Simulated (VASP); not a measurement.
Runs of VASP 6.6.1 on Hf4C3. The structure is that of space group I-43m (No. 217), or close to it. The cells are those of the table. 

```csv
task,cell,k mesh,cutoff (eV),gap on the mesh (eV),pressure (GPa),relaxed volume (Å³/atom),largest force (eV/Å)
single point,"a = 4.275 Å, angles 109.5°, 7 atoms",6 × 6 × 6,520,none,316.8,-,46.46
single point,"a = 4.955 Å, angles 109.5°, 7 atoms",6 × 6 × 6,520,none,-1.0,-,0.01
relaxation of cell and atoms,"relaxed from a = 4.955 Å, angles 109.5°, 7 atoms",10 × 10 × 10,600,none,0.0,(a),-
single point,"a = 4.954 Å, angles 109.5°, 7 atoms",10 × 10 × 10,520,none,-1.0,-,0.01
relaxation of cell and atoms,"relaxed from a = 4.275 Å, angles 109.5°, 7 atoms",6 × 6 × 6,600,none,-0.2,13.31,0.01
```

Alike in all rows: level PBE; potentials or basis VASP PAW PBE potentials, release 64 (Hf_pv, C); no spin polarisation; smearing gaussian 0.1 eV.

**Question.** Fill in the values left out.

**Answer.** (a) 13.30.

Caveats: spin-orbit coupling is left out, which moves the levels of the heavy elements; forces of over 1 eV/Å act on the atoms, so gaps and moduli don't describe the material at rest (some runs); the volume moved by over 15 % at a fixed basis, so the end points are rough (some runs).

A k mesh can miss the band edges, and the runs leave out spin-orbit coupling on Hf.

A gap of «none» marks levels without a gap at the run's occupations.
